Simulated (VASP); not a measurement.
Wanted: the native input for a VASP 6.6.1 run.

| Quantity | Value |
| --- | --- |
| Task | single point |
| Functional | PBE |
| Potentials or basis | VASP PAW PBE potentials, release 64 (Co) |
| Cutoff | 520 eV |
| k mesh | 12 × 12 × 7 |
| Occupations | fermi-dirac, width 0.05 eV |
| Spin | collinear spin, antiferromagnetic start |
| Starting moments | [2.0, -2.0] μB |
| Dipole correction | no |
| Further INCAR settings | ALGO = Normal; EDIFF = 1e-07; NBANDS = 20 |

The structure of Co lies in POSCAR:

```
Co
1.0
    2.4719999032      0.0000000000      0.0000000000
   -1.2359999516      2.1408147143      0.0000000000
    0.0000000000      0.0000000000      4.0211440800
Co
2
Direct
    0.6666666667      0.3333333333      0.7500000000
    0.3333333333      0.6666666667      0.2500000000
```

One way to write it, as run:

INCAR

```
SYSTEM = Co
PREC     = Accurate       ! precision mode
ENCUT    = 520            ! plane-wave cutoff, eV
EDIFF    = 1E-7           ! SCF threshold, eV
ISMEAR   = -1             ! smearing method
SIGMA    = 0.05           ! smearing width, eV
LREAL    = .False.        ! projectors in reciprocal space
LASPH    = .True.         ! aspherical terms in the spheres
NELM     = 150            ! most SCF steps
ALGO     = Normal         ! electronic algorithm
ISIF     = 2              ! what is computed and relaxed
LWAVE    = .False.        ! write WAVECAR
LCHARG   = .False.        ! write CHGCAR
ISPIN    = 2              ! spin polarisation
MAGMOM   = 2 -2           ! initial moments
LORBIT   = 11             ! projections on sites
LMAXMIX  = 4              ! l up to which the mixer works
GGA      = PE             ! functional
NBANDS   = 20             ! bands
```

KPOINTS

```
Automatic mesh
0
Gamma
  12 12 7
  0 0 0
```

Potentials or basis: VASP PAW PBE potentials, release 64 (Co).

Command:

```bash
$ cat potpaw_PBE.64/Co/POTCAR > POTCAR
$ mpirun -np 1 vasp_std > vasp.out
```

Results of the run:

```yaml
Pressure: -3.6 GPa
Band_gap_on_the_k_mesh: zero (filled and empty bands overlap)
Net_moment: 0.00 μB per cell
Site_moments: Co +0.84, -0.84 μB
Valence_electrons_inside_the_program's_atomic_spheres: Co 8.31
```

Run time: 87 s on 1 thread of AMD EPYC 7R43 64-Core Processor (Zen 3), with other jobs on the host, peak memory 0.13 GiB.
